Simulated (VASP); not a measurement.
# AlNi (Pm) in VASP: further runs

The runs below take AlNi through single point, with PBEsol.

All numbers are computed with VASP 6.6.1; they aren't measurements. Logs are shortened: lines on timing, memory, paths and dates and some standing lists are left out, and cuts for length are marked.

### 1 The cell of the first run

The structure is monoclinic, space group Pm (No. 6). The conventional cell has a = 2.858 Å, b = 2.858 Å, c = 2.869 Å, α = 90.00°, β = 90.00°, γ = 90.00°. Al (site symmetry m) has 8 Ni at 2.34 to 2.62 Å and 6 Al at 2.86 to 2.87 Å within 3.1 Å. Within 3.1 Å of Ni (site symmetry m) lie 8 Al at 2.34 to 2.62 Å and 6 Ni at 2.86 to 2.87 Å.

### 2 Single point, PBEsol (atoms displaced along several vibrational modes)

Input file INCAR:

```
PREC = Accurate
ENCUT = 520
EDIFF = 1E-6
ISMEAR = 0
SIGMA = 0.15
LREAL = F
LASPH = T
NELM = 100
ALGO = Fast
ISIF = 2
LWAVE = F
LCHARG = T
GGA = PS
LELF = T
LVHAR = T
NBANDS = 14
```

Input file KPOINTS:

```
regular mesh
0
Gamma
  16 16 16
```

Input file POSCAR:

```
AlNi
1.0
    2.0211996418     -2.0211459310      0.0000000000
    2.0211996418      2.0211459310      0.0000000000
    0.0000000000      0.0000000000      2.8688666946
Al Ni
1 1
Direct
   -0.0265885805      0.0000000000     -0.0331141214
    0.5122228531      0.5000000000      0.5152226646
```

Potentials or basis: VASP PAW PBE potentials, release 64 (Al, Ni).

Command:

```bash
$ cat potpaw_PBE.64/Al/POTCAR potpaw_PBE.64/Ni/POTCAR > POTCAR
$ mpirun -np 1 vasp_std > vasp.out
```

OUTCAR:

```text
PREC = Accurate
   ENCUT = 520
   EDIFF = 1E-6
   ISMEAR = 0
   LREAL = F
   LASPH = T
   NELM = 100
   ISIF = 2
   GGA = PS

 ion  position               nearest neighbor table
   1  0.973  0.000  0.967-   2 2.34   2 2.34   2 2.47   2 2.47   2 2.50   2 2.50   2 2.62   2 2.62

   2  0.512  0.500  0.515-   1 2.34   1 2.34   1 2.47   1 2.47   1 2.50   1 2.50   1 2.62   1 2.62

  LATTYP: Found a base centered orthorhombic cell.
 ALAT       =     4.0422918620
 B/A-ratio  =     1.0000265744
 C/A-ratio  =     0.7097129036

  Lattice vectors:

 A1 = (  -2.0211996418,  -2.0211459310,   0.0000000000)
 A2 = (   2.0211996418,  -2.0211459310,   0.0000000000)
 A3 = (   0.0000000000,   0.0000000000,   2.8688666946)

Analysis of symmetry for initial positions (statically):
=====================================================================
 Subroutine PRICEL returns:
 Original cell was already a primitive cell.

 Routine SETGRP: Setting up the symmetry group for a
 base centered orthorhombic supercell.

 Subroutine GETGRP returns: Found  1 space group operations
 (whereof  1 operations were pure point group operations)
 out of a pool of  8 trial point group operations.

The static configuration has the point symmetry C_1 .

Analysis of symmetry for dynamics (positions and initial velocities):
=====================================================================
 Subroutine PRICEL returns:
 Original cell was already a primitive cell.

 Routine SETGRP: Setting up the symmetry group for a
 base centered orthorhombic supercell.

 Subroutine GETGRP returns: Found  1 space group operations
 (whereof  1 operations were pure point group operations)
 out of a pool of  8 trial point group operations.

The dynamic configuration has the point symmetry C_1 .

 Subroutine INISYM returns: Found  1 space group operations
 (whereof  1 operations are pure point group operations),
 and found     1 'primitive' translations

----------------------------------------------------------------------------------------

                                     Primitive cell

  volume of cell :      23.4394

  direct lattice vectors                    reciprocal lattice vectors
     2.021199642 -2.021145931  0.000000000     0.247377839 -0.247384413  0.000000000
     2.021199642  2.021145931  0.000000000     0.247377839  0.247384413  0.000000000
     0.000000000  0.000000000  2.868866695     0.000000000  0.000000000  0.348569699

  length of vectors
[... 87 lines left out ...]
   NFREE  =      0    steps in history (QN), initial steepest desc. (CG)
   ISIF   =      2    stress and relaxation
   ISYM   =      2    0-nonsym 1-usesym 2-fastsym
   POTIM  = 0.5000    time-step for ionic-motion
   TEBEG  =    0.0;   TEEND  =   0.0 temperature during run
   PSTRESS=    0.0 pullay stress
   NELECT =      13.0000    total number of electrons
   NUPDOWN=      -1.0000    fix difference up-down
   EMIN   =  10.00;   EMAX   =-10.00  energy-range for DOS
   EFERMI =   0.00;   METHOD = LEGACY
   ISMEAR =     0;   SIGMA  =   0.15  broadening in eV -4-tet -1-fermi 0-gaus
   EFERMI_NEDOS =   21; number of points for ismear=-14 and -15
   IALGO  =     68    algorithm
   IMIX   =      4    mixing-type and parameters
     AMIX     =   0.40;   BMIX     =  1.00
     AMIX_MAG =   1.60;   BMIX_MAG =  1.00
  volume/ion in A,a.u.               =      11.72        79.09
  Fermi-wavevector in a.u.,A,eV,Ry     =   1.345055  2.541786 24.615310  1.809174
  Thomas-Fermi vector in A             =   2.472999
   LORBIT       =      0    0 simple, 1 ext, 2 COOP (PROOUT), +10 PAW based schemes
   GGA     = PS    functional components
   LHFCALC =     F    Hartree Fock is set to
   AEXX    =    0.0000 exact exchange contribution
   IVDW    =     0    specifies the selected vdW correction
   LEPSILON=     F    determine dielectric tensor
   LRPA    =     F    only Hartree local field effects (RPA)
 non-spin polarized calculation
 RMM-DIIS sequential band-by-band and
 Gauss-broadening in eV      SIGMA  =   0.15
  energy-cutoff  :      520.00
  volume of cell :       23.44
 maximum number of plane-waves:       653
 NGX is ok and might be reduce to    24
   NGX = 11   NGY = 11   NGZ = 11

 number of electron      12.9999999 magnetization

 Free energy of the ion-electron system (eV)
  ---------------------------------------------------
  ext. energy  EPLUGINS =         0.00000000
  ---------------------------------------------------
  free energy    TOTEN  =       -11.48998811 eV

  energy without entropy =      -11.48156757  energy(sigma->0) =      -11.48577784

 E-fermi :  10.1533     XC(G=0): -12.2551

 val. band max:       10.1532867610   @ k =   0.5000   0.3750   0.3750
 cond. band min:      10.1533104078   @ k =   0.5000  -0.3750   0.3750
 fundamental gap:      0.0000236469
 Fermi energy:        10.1532926538

 k-point     1 :       0.0000    0.0000    0.0000
  band No.  band energies     occupation
      1      -1.1120      2.00000
      2       6.7837      2.00000
      3       6.8000      2.00000
      4       8.5216      2.00000
      5       8.5559      2.00000
      6       8.5682      2.00000
      7      15.6624      0.00000
      8      15.7971      0.00000
      9      15.8136      0.00000
     10      18.4053      0.00000
     11      18.4326      0.00000
     12      24.0314      0.00000
     13      31.0011      0.00000
     14      31.0178      0.00000
[... 377 lines left out ...]
      1       0.1133      2.00000
      2       6.4497      2.00000
      3       7.0374      2.00000
      4       8.1101      2.00000
      5       8.1603      2.00000
      6       8.5715      2.00000
      7      11.0794      0.00000
      8      16.2559      0.00000
      9      17.2651      0.00000
     10      19.0716      0.00000
     11      22.2916      0.00000
     12      25.1118      0.00000
     13      25.8880      0.00000
     14      28.3489      0.00000

 [... further k-points ...]
[... 5 lines left out ...]
  --------------------------------------------------------------------------------------
  -------------------------------------------------------------------------------------
  Total        0.4214248      0.4224334      0.2640154      0.0548891     -0.2434470      0.2434104
  in kB       28.8060307     28.8749761     18.0464869      3.7518861    -16.6405563     16.6380528
  external PRESSURE =      25.2424979 kB  Pullay stress =       0.0000000 kB

 VOLUME and BASIS-vectors are now :
 -----------------------------------------------------------------------------
  energy-cutoff  :      520.00
  volume of cell :       23.44
      direct lattice vectors                 reciprocal lattice vectors
     2.021199642 -2.021145931  0.000000000     0.247377839 -0.247384413  0.000000000
     2.021199642  2.021145931  0.000000000     0.247377839  0.247384413  0.000000000
     0.000000000  0.000000000  2.868866695     0.000000000  0.000000000  0.348569699

 POSITION                                       TOTAL-FORCE (eV/Angst)
 -----------------------------------------------------------------------------------
      1.96746     -1.96741      2.77387         0.522231     -0.522344      0.904837
      2.04590     -0.02470      1.47811        -0.522231      0.522344     -0.904837
 -----------------------------------------------------------------------------------
    total drift:                                0.000490     -0.000489      0.000786

  FREE ENERGIE OF THE ION-ELECTRON SYSTEM (eV)
  ---------------------------------------------------
  free  energy   TOTEN  =       -11.4899881062 eV

  energy  without entropy=      -11.4815675723  energy(sigma->0) =      -11.48577784
```

Wall time 4.7 min (1 thread of Intel Xeon Platinum 8488C (Sapphire Rapids), shared host); peak memory 0.75 GiB.

Results:

```yaml
Free_energy: -11.4900 eV
Pressure: 2.5 GPa
Largest_force: 1.168 eV/Å
Band_gap_on_the_k_mesh: zero (an odd number of electrons rules out a gap without spin polarisation)
```

Forces in eV/Å, atoms in the order of the input:
```
Al   0.522 -0.522  0.905
Ni  -0.522  0.522 -0.905
```

Levels at points of the mesh, in eV from the Fermi level:
```
           k point  band 3  band 4  band 5  band 6  band 7  band 8  band 9  band 10  band 11  band 12
(0.00, 0.00, 0.00)   -3.35   -1.63   -1.60   -1.59    5.51    5.64    5.66     8.25     8.28    13.88
(0.50, 0.00, 0.00)   -2.88   -2.33   -2.32   -1.52   -0.66    8.39   10.05    10.10    10.97    11.22
(0.00, 0.50, 0.00)   -2.87   -2.35   -2.32   -1.51   -0.67    8.38   10.12    10.22    10.91    11.09
(0.50, 0.50, 0.00)   -2.96   -2.89   -2.11   -2.09   -1.05    1.50    2.59    12.56    14.63    14.64
(0.00, 0.00, 0.50)   -2.89   -2.32   -2.30   -1.52   -0.68    8.39   10.06    10.10    11.12    11.21
(0.50, 0.00, 0.50)   -2.93   -2.78   -2.18   -2.14   -1.05    1.49    2.56    12.60    15.17    15.33
(0.00, 0.50, 0.50)   -2.96   -2.87   -2.13   -2.09   -1.06    1.48    2.56    12.63    14.82    14.86
(0.50, 0.50, 0.50)   -4.19   -1.03   -1.02    1.88    1.93    1.97    3.63     4.58     4.63     4.97
```

Caveat: the cell differs from its parent crystal (atoms displaced along several vibrational modes); the PAW data sets were made with another functional, which shifts forces and pressure a little. Spin polarisation is off, so any magnetic state and its effect on volume and gap are missing.

### 3 Single point, PBEsol (atoms displaced along several vibrational modes)

Input file INCAR:

```
SYSTEM = AlNi
PREC = Accurate ; ENCUT = 520
EDIFF = 1E-6 ; ISMEAR = 0
SIGMA = 0.15 ; LREAL = .FALSE.
LASPH = .TRUE. ; NELM = 100
ALGO = Fast ; ISIF = 2
LWAVE = .FALSE. ; LCHARG = .TRUE.
GGA = PS ; LELF = .TRUE.
LVHAR = .TRUE. ; NBANDS = 14
```

Input file KPOINTS:

```
regular mesh
0
G
  16 16 16
  0 0 0
```

Input file POSCAR:

```
AlNi
1.0
    2.0211996418     -2.0211459310      0.0000000000
    2.0211996418      2.0211459310      0.0000000000
    0.0000000000      0.0000000000      2.8688666946
Al Ni
1 1
Direct
   -0.0265885805      0.0000000000     -0.0198684728
    0.5122228531      0.5000000000      0.5091335987
```

Potentials or basis: VASP PAW PBE potentials, release 64 (Al, Ni).

Command:

```bash
$ cat potpaw_PBE.64/Al/POTCAR potpaw_PBE.64/Ni/POTCAR > POTCAR
$ mpirun -np 1 vasp_std > vasp.out
```

OUTCAR:

```text
SYSTEM = AlNi
   PREC = Accurate
   ENCUT = 520
   EDIFF = 1E-6
   ISMEAR = 0
   LREAL = .FALSE.
   LASPH = .TRUE.
   NELM = 100
   ISIF = 2
   GGA = PS

 ion  position               nearest neighbor table
   1  0.973  0.000  0.980-   2 2.37   2 2.37   2 2.47   2 2.47   2 2.50   2 2.50   2 2.59   2 2.59

   2  0.512  0.500  0.509-   1 2.37   1 2.37   1 2.47   1 2.47   1 2.50   1 2.50   1 2.59   1 2.59

  LATTYP: Found a base centered orthorhombic cell.
 ALAT       =     4.0422918620
 B/A-ratio  =     1.0000265744
 C/A-ratio  =     0.7097129036

  Lattice vectors:

[... 590 lines left out ...]
     11      22.3332      0.00000
     12      25.1102      0.00000
     13      25.8903      0.00000
     14      28.4098      0.00000

 [... further k-points ...]
[... 5 lines left out ...]
  --------------------------------------------------------------------------------------
  -------------------------------------------------------------------------------------
  Total        0.2677899      0.2687734      0.2129698      0.0505740     -0.1467682      0.1467466
  in kB       18.3044861     18.3717097     14.5573190      3.4569292    -10.0321788     10.0307018
  external PRESSURE =      17.0778383 kB  Pullay stress =       0.0000000 kB

 VOLUME and BASIS-vectors are now :
 -----------------------------------------------------------------------------
  energy-cutoff  :      520.00
  volume of cell :       23.44
      direct lattice vectors                 reciprocal lattice vectors
     2.021199642 -2.021145931  0.000000000     0.247377839 -0.247384413  0.000000000
     2.021199642  2.021145931  0.000000000     0.247377839  0.247384413  0.000000000
     0.000000000  0.000000000  2.868866695     0.000000000  0.000000000  0.348569699

 POSITION                                       TOTAL-FORCE (eV/Angst)
 -----------------------------------------------------------------------------------
      1.96746     -1.96741      2.81187         0.501974     -0.502083      0.542983
      2.04590     -0.02470      1.46064        -0.501974      0.502083     -0.542983
 -----------------------------------------------------------------------------------
    total drift:                                0.000286     -0.000286      0.000015

  FREE ENERGIE OF THE ION-ELECTRON SYSTEM (eV)
  ---------------------------------------------------
  free  energy   TOTEN  =       -11.5301456023 eV

  energy  without entropy=      -11.5216840631  energy(sigma->0) =      -11.52591483
```

Wall time 4.9 min (1 thread of Intel Xeon Platinum 8488C (Sapphire Rapids), shared host); peak memory 0.75 GiB.

What came out:

- Free energy: -11.5301 eV
- Pressure: 1.7 GPa
- Largest force: 0.894 eV/Å
- Band gap on the k mesh: zero (an odd number of electrons rules out a gap without spin polarisation)

Forces in eV/Å, atoms in the order of the input:
```
Al   0.502 -0.502  0.543
Ni  -0.502  0.502 -0.543
```

Stress tensor (GPa, compression positive):
```
 1.83  0.35  1.00
 0.35  1.84 -1.00
 1.00 -1.00  1.46
```

Levels at points of the mesh, in eV from the Fermi level:
| k point | band 3 | band 4 | band 5 | band 6 | band 7 | band 8 | band 9 | band 10 | band 11 | band 12 |
| --- | --- | --- | --- | --- | --- | --- | --- | --- | --- | --- |
| (0.00, 0.00, 0.00) | -3.35 | -1.61 | -1.59 | -1.58 | 5.50 | 5.64 | 5.64 | 8.23 | 8.26 | 13.96 |
| (0.50, 0.00, 0.00) | -2.87 | -2.32 | -2.31 | -1.52 | -0.65 | 8.37 | 9.99 | 10.09 | 11.05 | 11.21 |
| (0.00, 0.50, 0.00) | -2.86 | -2.34 | -2.31 | -1.50 | -0.66 | 8.35 | 10.06 | 10.21 | 10.99 | 11.08 |
| (0.50, 0.50, 0.00) | -2.94 | -2.86 | -2.14 | -2.13 | -1.04 | 1.51 | 2.60 | 12.50 | 14.88 | 14.90 |
| (0.00, 0.00, 0.50) | -2.87 | -2.32 | -2.30 | -1.50 | -0.68 | 8.36 | 10.10 | 10.15 | 11.06 | 11.15 |
| (0.50, 0.00, 0.50) | -2.94 | -2.83 | -2.16 | -2.14 | -1.05 | 1.49 | 2.57 | 12.57 | 15.23 | 15.32 |
| (0.00, 0.50, 0.50) | -2.96 | -2.94 | -2.11 | -2.09 | -1.06 | 1.47 | 2.57 | 12.61 | 14.83 | 14.86 |
| (0.50, 0.50, 0.50) | -4.19 | -1.03 | -1.01 | 1.92 | 1.93 | 1.98 | 3.70 | 4.58 | 4.60 | 4.84 |

Caveat: the cell differs from its parent crystal (atoms displaced along several vibrational modes); the PAW data sets were made with another functional, which shifts forces and pressure a little.
